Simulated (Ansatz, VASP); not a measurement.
One calculation of WSe2, two programs

Contents of INCAR:

```
PREC     = Accurate       # precision mode
ENCUT    = 500            # plane-wave cutoff, eV
EDIFF    = 1E-7           # SCF threshold, eV
ISMEAR   = 0              # smearing method
SIGMA    = 0.02           # smearing width, eV
LREAL    = F              # projectors in reciprocal space
LASPH    = T              # aspherical terms in the spheres
NELM     = 120            # most SCF steps
ALGO     = Normal         # electronic algorithm
ISIF     = 3              # what is computed and relaxed
LWAVE    = F              # write WAVECAR
LCHARG   = F              # write CHGCAR
GGA      = PS             # functional
IBRION   = 2              # ionic algorithm
NSW      = 80             # ionic steps
EDIFFG   = -0.015         # ionic threshold
GGA_COMPAT= F            
NELMIN   = 4
```

The input KPOINTS:

```
Automatic mesh
0
Gamma
  6 6 4
```

The input POSCAR:

```
WSe2
1.0
    0.0000000000     -5.6678959878      0.0000000000
    4.9085419115     -2.8339479939      0.0000000000
    0.0000000000     -1.8892986626      6.6597821245
W Se
3 6
Direct
    0.6660029054      0.6666666667      0.0019912838
    0.3326695721      0.3333333333      0.0019912838
    0.9993362387      1.0000000000      0.0019912838
    0.2488960864      0.6666666667      0.2533117409
    0.9155627530      0.3333333333      0.2533117409
    0.5822294197      1.0000000000      0.2533117409
    0.4164010082      0.6666666667      0.7507969753
    0.0830676749      0.3333333333      0.7507969753
    0.7497343416      0.0000000000      0.7507969753
```

Input for Ansatz:

```yaml
crystal:
  lattice:
    - [0.0, -5.6678959878, 0.0]
    - [4.9085419115, -2.8339479939, 0.0]
    - [0.0, -1.8892986626, 6.6597821245]
  atoms:
    - { symbol: W, position: [0.6660029054, 0.6666666667, 0.0019912838] }
    - { symbol: W, position: [0.3326695721, 0.3333333333, 0.0019912838] }
    - { symbol: W, position: [0.9993362387, 1.0, 0.0019912838] }
    - { symbol: Se, position: [0.2488960864, 0.6666666667, 0.2533117409] }
    - { symbol: Se, position: [0.915562753, 0.3333333333, 0.2533117409] }
    - { symbol: Se, position: [0.5822294197, 1.0, 0.2533117409] }
    - { symbol: Se, position: [0.4164010082, 0.6666666667, 0.7507969753] }
    - { symbol: Se, position: [0.0830676749, 0.3333333333, 0.7507969753] }
    - { symbol: Se, position: [0.7497343416, 0.0, 0.7507969753] }
basis:
  ecutwfc: 420
kpoints:
  mp_grid: { grid: [6, 6, 4] }
hamiltonian:
  xc: pbesol
scf:
  occupations: { method: gaussian, width: 0.02 }
output:
  forces: true
  stress: true
  eigenvalues: true
relax:
  adjacent_minimum: "off"
  f_tol: 0.015
  max_steps: 60
  cell: { stress_tol: 0.15 }
```

Alike in both runs: task relaxation of cell and atoms; functional PBEsol; k mesh 6 × 6 × 4; occupations gaussian, width 0.02 eV; no spin polarisation.

```csv
,VASP,Ansatz
version,VASP 6.6.1,Ansatz 0.2.0
potentials or method,"VASP PAW PBE potentials, release 64 (W_sv, Se), cutoff 500 eV","scalar-relativistic, plane waves, PAW"
valence electrons in the cell,78,138
```

Ansatz gave:

* gap on the k mesh at the Fermi level, each at its own relaxed structure (eV): 1.11
* relaxed volume (Å³/atom): 20.59
* relaxed cell length with the largest relative difference (Å): 6.923

Question: Estimate VASP's values.

Answer: gap on the k mesh at the Fermi level, each at its own relaxed structure (eV): 1.11; relaxed volume (Å³/atom): 20.64; relaxed cell length with the largest relative difference (Å): 6.929.

VASP's potentials were made for PBE, not for PBEsol. VASP's potentials hold 78 valence electrons a cell and Ansatz's 138, so a difference there can come from the potentials and not from the codes.

Neither program's run includes spin-orbit coupling.
